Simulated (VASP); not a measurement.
# Cd (Fm-3m) in VASP: relaxation of cell and atoms with LDA

Aim: the relaxation of cell and atoms of Cd with LDA.

All numbers are computed with VASP 6.6.1; they aren't measurements. Logs are shortened: lines on timing, memory, paths and dates and some standing lists are left out, and cuts for length are marked.

### Step 1. The cell of the first run

The structure is cubic, space group Fm-3m (No. 225). Conventional cell: a = 4.420 Å, b = 4.420 Å, c = 4.420 Å, α = 90.00°, β = 90.00°, γ = 90.00°. Within 4.1 Å of Cd (site symmetry m-3m) lie 12 Cd at 3.13 Å.

This isn't the form of Cd at room conditions, which is hcp.

### Step 2. Relaxation of cell and atoms, LDA

File INCAR:

```
SYSTEM = Cd
ALGO     = Normal         ! electronic algorithm
EDIFF    = 1E-7           ! SCF threshold, eV
EDIFFG   = -0.01          ! ionic threshold
ENCUT    = 540            ! plane-wave cutoff, eV
GGA_COMPAT= .False.      
IBRION   = 2              ! ionic algorithm
ISIF     = 3              ! what is computed and relaxed
ISMEAR   = -1             ! smearing method
LASPH    = .True.         ! aspherical terms in the spheres
LCHARG   = .False.        ! write CHGCAR
LREAL    = .False.        ! projectors in reciprocal space
LWAVE    = .False.        ! write WAVECAR
NELM     = 120            ! most SCF steps
NELMIN   = 4            
NSW      = 80             ! ionic steps
PREC     = Accurate       ! precision mode
SIGMA    = 0.1            ! smearing width, eV
```

File KPOINTS:

```
k-points
0
Gamma
  12 12 12
  0 0 0
```

File POSCAR:

```
Cd
1.0
    0.0000000000      2.2099191412      2.2099191412
    2.2099191412      0.0000000000      2.2099191412
    2.2099191412      2.2099191412      0.0000000000
Cd
1
Direct
    0.0000000000      0.0000000000      0.0000000000
```

Potentials or basis: VASP PAW LDA potentials, release 64 (Cd_sv_GW).

Started as:

```bash
$ cat potpaw_LDA.64/Cd_sv_GW/POTCAR > POTCAR
$ mpirun -np 1 vasp_std > vasp.out
```

OUTCAR:

```text
SYSTEM = Cd
   EDIFF = 1E-7
   EDIFFG = -0.01
   ENCUT = 540
   IBRION = 2
   ISIF = 3
   ISMEAR = -1
   LASPH = .True.
   LREAL = .False.
   NELM = 120
   NELMIN = 4
   NSW = 80
   PREC = Accurate

 ion  position               nearest neighbor table
   1  0.000  0.000  0.000-

  LATTYP: Found a face centered cubic cell.
 ALAT       =     4.4198382824

  Lattice vectors:

 A1 = (   0.0000000000,   2.2099191412,   2.2099191412)
 A2 = (   2.2099191412,   0.0000000000,   2.2099191412)
 A3 = (   2.2099191412,   2.2099191412,   0.0000000000)

Analysis of symmetry for initial positions (statically):
=====================================================================
 Subroutine PRICEL returns:
 Original cell was already a primitive cell.

 Routine SETGRP: Setting up the symmetry group for a
 face centered cubic supercell.

 Subroutine GETGRP returns: Found 48 space group operations
 (whereof 48 operations were pure point group operations)
 out of a pool of 48 trial point group operations.

The static configuration has the point symmetry O_h .

Analysis of symmetry for dynamics (positions and initial velocities):
=====================================================================
 Subroutine PRICEL returns:
 Original cell was already a primitive cell.

 Routine SETGRP: Setting up the symmetry group for a
 face centered cubic supercell.

 Subroutine GETGRP returns: Found 48 space group operations
 (whereof 48 operations were pure point group operations)
 out of a pool of 48 trial point group operations.

The dynamic configuration has the point symmetry O_h .

 Subroutine INISYM returns: Found 48 space group operations
 (whereof 48 operations are pure point group operations),
 and found     1 'primitive' translations

----------------------------------------------------------------------------------------

                                     Primitive cell

  volume of cell :      21.5854

  direct lattice vectors                    reciprocal lattice vectors
     0.000000000  2.209919141  2.209919141    -0.226252622  0.226252622  0.226252622
     2.209919141  0.000000000  2.209919141     0.226252622 -0.226252622  0.226252622
     2.209919141  2.209919141  0.000000000     0.226252622  0.226252622 -0.226252622

  length of vectors
     3.125297621  3.125297621  3.125297621     0.391881037  0.391881037  0.391881037

  position of ions in fractional coordinates (direct lattice)
     0.000000000  0.000000000  0.000000000

  ion indices of the primitive-cell ions
   primitive index   ion index
                 1           1

----------------------------------------------------------------------------------------

 KPOINTS: k-points

Automatic generation of k-mesh.
 Grid dimensions read from file:
 generate k-points for:   12   12   12

 Generating k-lattice:

  Cartesian coordinates                     Fractional coordinates (reciprocal lattice)
    -0.018854385  0.018854385  0.018854385     0.083333333  0.000000000  0.000000000
     0.018854385 -0.018854385  0.018854385     0.000000000  0.083333333  0.000000000
     0.018854385  0.018854385 -0.018854385     0.000000000  0.000000000  0.083333333

  Length of vectors
     0.032656753  0.032656753  0.032656753

  Shift w.r.t. Gamma in fractional coordinates (k-lattice)
     0.000000000  0.000000000  0.000000000

 Subroutine IBZKPT returns following result:
 ===========================================

 Found     72 irreducible k-points:

 Following reciprocal coordinates:
            Coordinates               Weight
  0.000000  0.000000  0.000000      1.000000
  0.083333  0.000000  0.000000      8.000000
  0.166667  0.000000  0.000000      8.000000
  0.250000  0.000000  0.000000      8.000000
  0.333333  0.000000  0.000000      8.000000
  0.416667  0.000000  0.000000      8.000000
[... 16 lines left out ...]
  0.500000  0.166667  0.000000     24.000000
 -0.416667  0.166667  0.000000     24.000000
 [... further k-points ...]
   k-points           NKPTS =     72   k-points in BZ     NKDIM =     72   number of bands    NBANDS=     14
   number of dos      NEDOS =    301   number of ions     NIONS =      1
   total plane-waves  NPLWV =  13824
   dimension x,y,z NGX =    24 NGY =   24 NGZ =   24
   dimension x,y,z NGXF=    48 NGYF=   48 NGZF=   48
   ions per type =               1
   NGX,Y,Z   is equivalent  to a cutoff of  12.77, 12.77, 12.77 a.u.
   NGXF,Y,Z  is equivalent  to a cutoff of  25.53, 25.53, 25.53 a.u.
 SYSTEM =  Cd
   PREC   = accura    normal or accurate (medium, high low for compatibility)
   ISTART =      0    job   : 0-new  1-cont  2-samecut
   ICHARG =      2    charge: 1-file 2-atom 10-const
   ISPIN  =      1    spin polarized calculation?
   LNONCOLLINEAR =      F non collinear calculations
   LSORBIT =      F    spin-orbit coupling
   LASPH  =      T    aspherical Exc in radial PAW
   ENCUT  =  540.0 eV  39.69 Ry    6.30 a.u.   5.92  5.92  5.92*2*pi/ulx,y,z
   NELM   =    120;   NELMIN=  4; NELMDL= -5     # of ELM steps
   EDIFF  = 0.1E-06   stopping-criterion for ELM
   LREAL  =      F    real-space projection
   EDIFFG = -.1E-01   stopping-criterion for IOM
   NSW    =     80    number of steps for IOM
   IBRION =      2    ionic relax: 0-MD 1-quasi-New 2-CG
   NFREE  =      1    steps in history (QN), initial steepest desc. (CG)
   ISIF   =      3    stress and relaxation
   ISYM   =      2    0-nonsym 1-usesym 2-fastsym
   POTIM  = 0.5000    time-step for ionic-motion
   TEBEG  =    0.0;   TEEND  =   0.0 temperature during run
   PSTRESS=    0.0 pullay stress
   NELECT =      20.0000    total number of electrons
   NUPDOWN=      -1.0000    fix difference up-down
   EMIN   =  10.00;   EMAX   =-10.00  energy-range for DOS
   EFERMI =   0.00;   METHOD = LEGACY
   ISMEAR =    -1;   SIGMA  =   0.10  broadening in eV -4-tet -1-fermi 0-gaus
   EFERMI_NEDOS =   21; number of points for ismear=-14 and -15
   IALGO  =     38    algorithm
   IMIX   =      4    mixing-type and parameters
     AMIX     =   0.40;   BMIX     =  1.00
     AMIX_MAG =   1.60;   BMIX_MAG =  1.00
  volume/ion in A,a.u.               =      21.59       145.67
  Fermi-wavevector in a.u.,A,eV,Ry     =   1.595996  3.015995 34.656801  2.547203
  Thomas-Fermi vector in A             =   2.693828
   LORBIT       =      0    0 simple, 1 ext, 2 COOP (PROOUT), +10 PAW based schemes
   GGA     = CA    functional components
   LHFCALC =     F    Hartree Fock is set to
   AEXX    =    0.0000 exact exchange contribution
   IVDW    =     0    specifies the selected vdW correction
   LEPSILON=     F    determine dielectric tensor
   LRPA    =     F    only Hartree local field effects (RPA)
 conjugate gradient relaxation of ions
 non-spin polarized calculation
  energy-cutoff  :      540.00
  volume of cell :       21.59
 maximum number of plane-waves:       636
   NGX = 11   NGY = 11   NGZ = 11

--------------------------------------- Ionic step        1  -------------------------------------------

 number of electron      19.9999988 magnetization

 Free energy of the ion-electron system (eV)
  ---------------------------------------------------
  ext. energy  EPLUGINS =         0.00000000
  ---------------------------------------------------
  free energy    TOTEN  =        -1.48909005 eV

  energy without entropy =       -1.47481233  energy(sigma->0) =       -1.48195119

------------------------ aborting loop because EDIFF is reached ----------------------------------------

  FORCE on cell =-STRESS in cart. coord.  units (eV):
  Direction    XX          YY          ZZ          XY          YZ          ZX
  --------------------------------------------------------------------------------------
  -------------------------------------------------------------------------------------
  Total       -0.8663668     -0.8663668     -0.8663668      0.0000000     -0.0000000     -0.0000000
  in kB      -64.3062567    -64.3062567    -64.3062567      0.0000000     -0.0000000     -0.0000000
  external PRESSURE =     -64.3062567 kB  Pullay stress =       0.0000000 kB

 VOLUME and BASIS-vectors are now :
 -----------------------------------------------------------------------------
  energy-cutoff  :      540.00
  volume of cell :       21.59
      direct lattice vectors                 reciprocal lattice vectors
     0.000000000  2.209919141  2.209919141    -0.226252622  0.226252622  0.226252622
     2.209919141  0.000000000  2.209919141     0.226252622 -0.226252622  0.226252622
     2.209919141  2.209919141  0.000000000     0.226252622  0.226252622 -0.226252622
[... 36 lines left out ...]
 POSITION                                       TOTAL-FORCE (eV/Angst)
 -----------------------------------------------------------------------------------
      2.11755      0.00000      2.11755         0.000000      0.000000      0.000000
 -----------------------------------------------------------------------------------
    total drift:                                0.000000      0.000000      0.000000

  FREE ENERGIE OF THE ION-ELECTRON SYSTEM (eV)
  ---------------------------------------------------
  free  energy   TOTEN  =        -1.5266908725 eV

  energy  without entropy=       -1.5140054950  energy(sigma->0) =       -1.52034818

--------------------------------------- Ionic step        3  -------------------------------------------

 number of electron      20.0000012 magnetization

 Free energy of the ion-electron system (eV)
  ---------------------------------------------------
  ext. energy  EPLUGINS =         0.00000000
  ---------------------------------------------------
  free energy    TOTEN  =        -1.53254733 eV

  energy without entropy =       -1.51942381  energy(sigma->0) =       -1.52598557

 E-fermi :   7.1722     XC(G=0): -12.2328

 val. band max:        7.0651050609   @ k =  -0.4167   0.3333   0.0000
 cond. band min:       7.2567407827   @ k =  -0.4167   0.0833   0.0000
 fundamental gap:      0.1916357218
 Fermi energy:         7.1721851000

 k-point     1 :       0.0000    0.0000    0.0000
  band No.  band energies     occupation
      1     -95.3435      2.00000
      2     -56.6862      2.00000
      3     -56.6862      2.00000
      4     -56.6862      2.00000
      5      -2.4465      2.00000
      6      -2.1895      2.00000
      7      -2.1895      2.00000
      8      -2.1895      2.00000
      9      -1.6087      2.00000
     10      -1.6087      2.00000
     11      20.6458      0.00000
     12      22.7015      0.00000
     13      22.7015      0.00000
     14      22.7015      0.00000

 k-point     2 :       0.0833    0.0000    0.0000
  band No.  band energies     occupation
      1     -95.3431      2.00000
      2     -56.6900      2.00000
      3     -56.6868      2.00000
      4     -56.6868      2.00000
      5      -2.3147      2.00000
      6      -2.1541      2.00000
      7      -2.1541      2.00000
      8      -2.1487      2.00000
      9      -1.6177      2.00000
     10      -1.6177      2.00000
[... 362 lines left out ...]
 k-point    24 :      -0.4167    0.1667    0.0000
  band No.  band energies     occupation
      1     -95.3380      2.00000
      2     -56.7384      2.00000
      3     -56.7054      2.00000
      4     -56.6975      2.00000
      5      -2.6422      2.00000
      6      -2.2669      2.00000
      7      -1.9658      2.00000
      8      -1.5240      2.00000
      9      -1.2117      2.00000
     10       5.0743      2.00000
     11       6.8970      1.88003
     12      15.5766      0.00000
     13      18.7714      0.00000
     14      19.9225      0.00000

 [... further k-points ...]

------------------------ aborting loop because EDIFF is reached ----------------------------------------

  FORCE on cell =-STRESS in cart. coord.  units (eV):
  Direction    XX          YY          ZZ          XY          YZ          ZX
  --------------------------------------------------------------------------------------
  -------------------------------------------------------------------------------------
  Total        0.0048399      0.0048399      0.0048399      0.0000000     -0.0000000      0.0000000
  in kB        0.3951534      0.3951534      0.3951534      0.0000000     -0.0000000      0.0000000
  external PRESSURE =       0.3951534 kB  Pullay stress =       0.0000000 kB

 VOLUME and BASIS-vectors are now :
 -----------------------------------------------------------------------------
  energy-cutoff  :      540.00
  volume of cell :       19.62
      direct lattice vectors                 reciprocal lattice vectors
     0.000000000  2.140841332  2.140841332    -0.233553039  0.233553039  0.233553039
     2.140841332  0.000000000  2.140841332     0.233553039 -0.233553039  0.233553039
     2.140841332  2.140841332  0.000000000     0.233553039  0.233553039 -0.233553039

 POSITION                                       TOTAL-FORCE (eV/Angst)
 -----------------------------------------------------------------------------------
      0.00000      0.00000      0.00000         0.000000     -0.000000     -0.000000
 -----------------------------------------------------------------------------------
    total drift:                               -0.000000      0.000000     -0.000000

  FREE ENERGIE OF THE ION-ELECTRON SYSTEM (eV)
  ---------------------------------------------------
  free  energy   TOTEN  =        -1.5325473304 eV

  energy  without entropy=       -1.5194238080  energy(sigma->0) =       -1.52598557

 reached required accuracy - stopping structural energy minimisation
```

Wall time 29 s (1 thread of AMD EPYC 9R45 (Zen 5), shared host); peak memory 0.13 GiB.

What came out:

- Free energy: -1.5325 eV
- Relaxed volume: 19.62 Å³/atom
- Relaxed cell: a = 3.028 Å, b = 3.028 Å, c = 3.028 Å, α = 60.00°, β = 60.00°, γ = 60.00°
- Space group after relaxing (to 0.1 Å): Fm-3m (No. 225)
- Energy gained by relaxing: 43.5 meV/atom
- Ionic steps: 3
- Pressure after relaxing: 0.0 GPa
- Band gap on the k mesh: zero (bands 10 and 11 overlap by 3.30 eV)

Step by step:
```
step  energy change (eV)  largest force (eV/Å)  pressure (GPa)  volume (Å³)
   1              0.0000                0.0000           -6.43        21.59
   2             -0.0376                0.0000            3.13        18.99
   3             -0.0435                0.0000            0.04        19.62
```

Final structure:
```cif
data_structure
_symmetry_space_group_name_H-M 'P 1'
_symmetry_Int_Tables_number 1
_cell_length_a 3.0276
_cell_length_b 3.0276
_cell_length_c 3.0276
_cell_angle_alpha 60.000
_cell_angle_beta 60.000
_cell_angle_gamma 60.000
_cell_volume 19.62
loop_
_atom_site_label
_atom_site_type_symbol
_atom_site_fract_x
_atom_site_fract_y
_atom_site_fract_z
_atom_site_occupancy
Cd1 Cd 0.00000 0.00000 0.00000 1
```

Levels at points of the mesh, in eV from the Fermi level:
| k point | band 6 | band 7 | band 8 | band 9 | band 10 | band 11 | band 12 | band 13 | band 14 |
| --- | --- | --- | --- | --- | --- | --- | --- | --- | --- |
| (0.00, 0.00, 0.00) | -9.36 | -9.36 | -9.36 | -8.78 | -8.78 | 13.47 | 15.53 | 15.53 | 15.53 |
| (0.50, 0.00, 0.00) | -9.36 | -9.36 | -8.31 | -8.31 | -2.73 | -1.14 | 12.75 | 13.17 | 13.17 |
| (0.50, 0.50, 0.00) | -10.12 | -8.34 | -8.19 | -8.19 | -1.09 | 1.80 | 6.99 | 6.99 | 11.97 |
